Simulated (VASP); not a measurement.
# ZnB2P (P4/nmm) in VASP: a series of runs

ZnB2P is run at these levels: PBE; tasks: single point, relaxation of cell and atoms.

All numbers are computed with VASP 6.6.1; they aren't measurements. Logs are shortened: lines on timing, memory, paths and dates and some standing lists are left out, and cuts for length are marked.

## (1) The cell of the first run

Symmetry: P4/nmm, No. 129, tetragonal system. The conventional cell has a = 3.612 Å, b = 3.612 Å, c = 8.611 Å, α = 90.00°, β = 90.00°, γ = 90.00°. Zn (site symmetry 4mm) has 4 B at 2.15 Å within 2.8 Å. Within 2.8 Å of B (site symmetry -4m2) lie 4 Zn at 2.15 Å and 4 B at 2.55 Å. Within 2.6 Å of B (site symmetry 4mm) lie 4 P at 1.97 Å. P (site symmetry -4m2) has 4 B at 1.97 Å and 4 P at 2.55 Å within 2.6 Å.

## (2) Single point, PBE

File INCAR:

```
SYSTEM = ZnB2P
ALGO = Normal
EDIFF = 1E-6
ENCUT = 520
GGA = PE
ISIF = 2
ISMEAR = 0
LASPH = .True.
LCHARG = .False.
LREAL = .False.
LWAVE = .False.
NBANDS = 33
NELM = 100
PREC = Accurate
SIGMA = 0.1
```

File KPOINTS:

```
k-points
0
Gamma
  6 6 2
  0 0 0
```

File POSCAR:

```
ZnB2P
1.0
    3.6117799602      0.0000000000      0.0000000000
    0.0000000000      3.6117799602      0.0000000000
    0.0000000000      0.0000000000      8.6107333688
Zn B P
2 4 2
Direct
    0.5000000000      0.0000000000      0.1354184919
    0.0000000000      0.5000000000      0.8645815081
    0.0000000000      0.0000000000      0.0000000000
    0.5000000000      0.5000000000      0.0000000000
    0.0000000000      0.5000000000      0.4089612826
    0.5000000000      0.0000000000      0.5910387174
    0.0000000000      0.0000000000      0.5000000000
    0.5000000000      0.5000000000      0.5000000000
```

Potentials or basis: VASP PAW PBE potentials, release 64 (Zn, B, P).

Run with:

```
cat potpaw_PBE.64/Zn/POTCAR potpaw_PBE.64/B/POTCAR potpaw_PBE.64/P/POTCAR > POTCAR
mpirun -np 1 vasp_std > vasp.out
```

OUTCAR:

```text
SYSTEM = ZnB2P
   EDIFF = 1E-6
   ENCUT = 520
   GGA = PE
   ISIF = 2
   ISMEAR = 0
   LASPH = .True.
   LREAL = .False.
   NELM = 100
   PREC = Accurate

 ion  position               nearest neighbor table
   1  0.500  0.000  0.135-   3 2.15   4 2.15   4 2.15   3 2.15
   2  0.000  0.500  0.865-   3 2.15   4 2.15   3 2.15   4 2.15
   3  0.000  0.000  0.000-   1 2.15   2 2.15   2 2.15   1 2.15
   4  0.500  0.500  0.000-   1 2.15   2 2.15   1 2.15   2 2.15
   5  0.000  0.500  0.409-   7 1.97   8 1.97   7 1.97   8 1.97
   6  0.500  0.000  0.591-   7 1.97   8 1.97   8 1.97   7 1.97
   7  0.000  0.000  0.500-   5 1.97   6 1.97   5 1.97   6 1.97   8 2.55   8 2.55   8 2.55   8 2.55

   8  0.500  0.500  0.500-   5 1.97   6 1.97   6 1.97   5 1.97   7 2.55   7 2.55   7 2.55   7 2.55

  LATTYP: Found a simple tetragonal cell.
 ALAT       =     3.6117799602
 C/A-ratio  =     2.3840692024

  Lattice vectors:

 A1 = (   3.6117799602,   0.0000000000,   0.0000000000)
 A2 = (   0.0000000000,   3.6117799602,   0.0000000000)
 A3 = (   0.0000000000,   0.0000000000,   8.6107333688)

Analysis of symmetry for initial positions (statically):
=====================================================================
 Subroutine PRICEL returns:
 Original cell was already a primitive cell.

 Routine SETGRP: Setting up the symmetry group for a
 simple tetragonal supercell.

 Subroutine GETGRP returns: Found 16 space group operations
 (whereof  8 operations were pure point group operations)
 out of a pool of 16 trial point group operations.

The static configuration has the point symmetry D_2d.
 The point group associated with its full space group is D_4h.

Analysis of symmetry for dynamics (positions and initial velocities):
=====================================================================
 Subroutine PRICEL returns:
 Original cell was already a primitive cell.

 Routine SETGRP: Setting up the symmetry group for a
 simple tetragonal supercell.

 Subroutine GETGRP returns: Found 16 space group operations
 (whereof  8 operations were pure point group operations)
 out of a pool of 16 trial point group operations.

The dynamic configuration has the point symmetry D_2d.
 The point group associated with its full space group is D_4h.

 Subroutine INISYM returns: Found 16 space group operations
 (whereof  8 operations are pure point group operations),
 and found     1 'primitive' translations

----------------------------------------------------------------------------------------

                                     Primitive cell

  volume of cell :     112.3266

  direct lattice vectors                    reciprocal lattice vectors
     3.611779960  0.000000000  0.000000000     0.276871795  0.000000000  0.000000000
     0.000000000  3.611779960  0.000000000     0.000000000  0.276871795  0.000000000
     0.000000000  0.000000000  8.610733369     0.000000000  0.000000000  0.116134127

  length of vectors
     3.611779960  3.611779960  8.610733369     0.276871795  0.276871795  0.116134127

  position of ions in fractional coordinates (direct lattice)
     0.500000000  0.000000000  0.135418492
     0.000000000  0.500000000  0.864581508
     0.000000000  0.000000000  0.000000000
     0.500000000  0.500000000  0.000000000
     0.000000000  0.500000000  0.408961283
     0.500000000  0.000000000  0.591038717
     0.000000000  0.000000000  0.500000000
     0.500000000  0.500000000  0.500000000

  ion indices of the primitive-cell ions
   primitive index   ion index
                 1           1
                 2           2
                 3           3
                 4           4
                 5           5
                 6           6
                 7           7
                 8           8

----------------------------------------------------------------------------------------

 KPOINTS: k-points

Automatic generation of k-mesh.
 Grid dimensions read from file:
 generate k-points for:    6    6    2

 Generating k-lattice:

  Cartesian coordinates                     Fractional coordinates (reciprocal lattice)
     0.046145299  0.000000000  0.000000000     0.166666667  0.000000000  0.000000000
     0.000000000  0.046145299  0.000000000     0.000000000  0.166666667  0.000000000
     0.000000000  0.000000000  0.058067063     0.000000000  0.000000000  0.500000000

  Length of vectors
     0.046145299  0.046145299  0.058067063

  Shift w.r.t. Gamma in fractional coordinates (k-lattice)
     0.000000000  0.000000000  0.000000000

 Subroutine IBZKPT returns following result:
 ===========================================

 Found     20 irreducible k-points:

 Following reciprocal coordinates:
            Coordinates               Weight
  0.000000  0.000000  0.000000      1.000000
  0.166667  0.000000  0.000000      4.000000
  0.333333  0.000000  0.000000      4.000000
  0.500000  0.000000  0.000000      2.000000
  0.166667  0.166667  0.000000      4.000000
  0.333333  0.166667  0.000000      8.000000
[... 12 lines left out ...]
  0.500000  0.333333  0.500000      4.000000
  0.500000  0.500000  0.500000      1.000000
   k-points           NKPTS =     20   k-points in BZ     NKDIM =     20   number of bands    NBANDS=     33
   number of dos      NEDOS =    301   number of ions     NIONS =      8
   total plane-waves  NPLWV =  50176
   dimension x,y,z NGX =    28 NGY =   28 NGZ =   64
   dimension x,y,z NGXF=    56 NGYF=   56 NGZF=  128
   ions per type =               2   4   2
   NGX,Y,Z   is equivalent  to a cutoff of  12.89, 12.89, 12.36 a.u.
   NGXF,Y,Z  is equivalent  to a cutoff of  25.78, 25.78, 24.71 a.u.
 SYSTEM =  ZnB2P
   PREC   = accura    normal or accurate (medium, high low for compatibility)
   ISTART =      0    job   : 0-new  1-cont  2-samecut
   ICHARG =      2    charge: 1-file 2-atom 10-const
   ISPIN  =      1    spin polarized calculation?
   LNONCOLLINEAR =      F non collinear calculations
   LSORBIT =      F    spin-orbit coupling
   LASPH  =      T    aspherical Exc in radial PAW
   ENCUT  =  520.0 eV  38.22 Ry    6.18 a.u.   6.72  6.72 16.01*2*pi/ulx,y,z
   NELM   =    100;   NELMIN=  2; NELMDL= -5     # of ELM steps
   EDIFF  = 0.1E-05   stopping-criterion for ELM
   LREAL  =      F    real-space projection
   EDIFFG = 0.1E-04   stopping-criterion for IOM
   NSW    =      0    number of steps for IOM
   IBRION =     -1    ionic relax: 0-MD 1-quasi-New 2-CG
   NFREE  =      0    steps in history (QN), initial steepest desc. (CG)
   ISIF   =      2    stress and relaxation
   ISYM   =      2    0-nonsym 1-usesym 2-fastsym
   POTIM  = 0.5000    time-step for ionic-motion
   TEBEG  =    0.0;   TEEND  =   0.0 temperature during run
   PSTRESS=    0.0 pullay stress
   NELECT =      46.0000    total number of electrons
   NUPDOWN=      -1.0000    fix difference up-down
   EMIN   =  10.00;   EMAX   =-10.00  energy-range for DOS
   EFERMI =   0.00;   METHOD = LEGACY
   ISMEAR =     0;   SIGMA  =   0.10  broadening in eV -4-tet -1-fermi 0-gaus
   EFERMI_NEDOS =   21; number of points for ismear=-14 and -15
   IALGO  =     38    algorithm
   IMIX   =      4    mixing-type and parameters
     AMIX     =   0.40;   BMIX     =  1.00
     AMIX_MAG =   1.60;   BMIX_MAG =  1.00
  volume/ion in A,a.u.               =      14.04        94.75
  Fermi-wavevector in a.u.,A,eV,Ry     =   1.215719  2.297376 20.109039  1.477973
  Thomas-Fermi vector in A             =   2.351097
   LORBIT       =      0    0 simple, 1 ext, 2 COOP (PROOUT), +10 PAW based schemes
   GGA     = PE    functional components
   LHFCALC =     F    Hartree Fock is set to
   AEXX    =    0.0000 exact exchange contribution
   IVDW    =     0    specifies the selected vdW correction
   LEPSILON=     F    determine dielectric tensor
   LRPA    =     F    only Hartree local field effects (RPA)
 non-spin polarized calculation
 Gauss-broadening in eV      SIGMA  =   0.10
  energy-cutoff  :      520.00
  volume of cell :      112.33
 maximum number of plane-waves:      3056
 NGX is ok and might be reduce to    28
   NGX = 13   NGY = 13   NGZ = 33

 number of electron      45.9999948 magnetization

 Free energy of the ion-electron system (eV)
  ---------------------------------------------------
  ext. energy  EPLUGINS =         0.00000000
  ---------------------------------------------------
  free energy    TOTEN  =       -31.00887965 eV

  energy without entropy =      -30.99254874  energy(sigma->0) =      -31.00071420

 E-fermi :   3.8092     XC(G=0): -10.1943

 val. band max:        3.7357828393   @ k =   0.3333   0.0000   0.0000
 cond. band min:       3.8424292831   @ k =   0.3333   0.1667   0.0000
 fundamental gap:      0.1066464438
 Fermi energy:         3.8092356900

 k-point     1 :       0.0000    0.0000    0.0000
  band No.  band energies     occupation
      1     -12.8610      2.00000
      2      -6.6232      2.00000
      3      -4.4725      2.00000
      4      -3.7909      2.00000
      5      -3.7808      2.00000
      6      -3.7808      2.00000
[... 25 lines left out ...]
     32       9.4108      0.00000
     33       9.4551      0.00000

 k-point     2 :       0.1667    0.0000    0.0000
  band No.  band energies     occupation
      1     -12.5793      2.00000
      2      -6.3759      2.00000
      3      -6.0744      2.00000
      4      -4.1381      2.00000
      5      -3.8728      2.00000
      6      -3.6154      2.00000
[... 25 lines left out ...]
     32       9.0586      0.00000
     33       9.7636      0.00000
[... 610 lines left out ...]
     32      10.3000      0.00000
     33      10.5718      0.00000

 k-point    20 :       0.5000    0.5000    0.5000
  band No.  band energies     occupation
      1      -8.5344      2.00000
      2      -8.5344      2.00000
      3      -7.0732      2.00000
      4      -7.0732      2.00000
      5      -4.1985      2.00000
      6      -4.1985      2.00000
[... 25 lines left out ...]
     32      10.5654      0.00000
     33      10.7746      0.00000

------------------------ aborting loop because EDIFF is reached ----------------------------------------

  FORCE on cell =-STRESS in cart. coord.  units (eV):
  Direction    XX          YY          ZZ          XY          YZ          ZX
  --------------------------------------------------------------------------------------
  -------------------------------------------------------------------------------------
  Total       -0.0462748     -0.0462748     -0.0024210      0.0000000      0.0000000      0.0000000
  in kB       -0.6600427     -0.6600427     -0.0345325      0.0000000      0.0000000      0.0000000
  external PRESSURE =      -0.4515393 kB  Pullay stress =       0.0000000 kB

 VOLUME and BASIS-vectors are now :
 -----------------------------------------------------------------------------
  energy-cutoff  :      520.00
  volume of cell :      112.33
      direct lattice vectors                 reciprocal lattice vectors
     3.611779960  0.000000000  0.000000000     0.276871795  0.000000000  0.000000000
     0.000000000  3.611779960  0.000000000     0.000000000  0.276871795  0.000000000
     0.000000000  0.000000000  8.610733369     0.000000000  0.000000000  0.116134127

 POSITION                                       TOTAL-FORCE (eV/Angst)
 -----------------------------------------------------------------------------------
      1.80589      0.00000      1.16605         0.000000     -0.000000      0.012714
      0.00000      1.80589      7.44468        -0.000000     -0.000000     -0.012714
      0.00000      0.00000      0.00000         0.000000      0.000000      0.000000
      1.80589      1.80589      0.00000         0.000000     -0.000000      0.000000
      0.00000      1.80589      3.52146         0.000000     -0.000000      0.014025
      1.80589      0.00000      5.08928         0.000000      0.000000     -0.014025
      0.00000      0.00000      4.30537         0.000000     -0.000000      0.000000
      1.80589      1.80589      4.30537         0.000000      0.000000      0.000000
 -----------------------------------------------------------------------------------
    total drift:                                0.000000     -0.000000      0.000000

  FREE ENERGIE OF THE ION-ELECTRON SYSTEM (eV)
  ---------------------------------------------------
  free  energy   TOTEN  =       -31.0088796506 eV

  energy  without entropy=      -30.9925487411  energy(sigma->0) =      -31.00071420
```

It took 69 s on 1 thread of Intel Xeon Platinum 8259CL at 2.50GHz (Skylake/Cascade Lake), shared host; peak memory 0.24 GiB.

Results:

```
Free energy            : -31.0089 eV
Pressure               : 0.0 GPa
Largest force          : 0.014 eV/Å
Band gap on the k mesh : zero (bands 23 and 24 overlap by 1.85 eV)
```

Forces in eV/Å, atoms in the order of the input:
```
Zn   0.000  0.000  0.013
Zn   0.000  0.000 -0.013
B    0.000  0.000  0.000
B    0.000  0.000  0.000
B    0.000  0.000  0.014
B    0.000  0.000 -0.014
P    0.000  0.000  0.000
P    0.000  0.000  0.000
```

Caveat: the k points lie up to 0.36 Å⁻¹ apart, too coarse for converged energies and pressures of a metal.

[end of part 1 of 2]
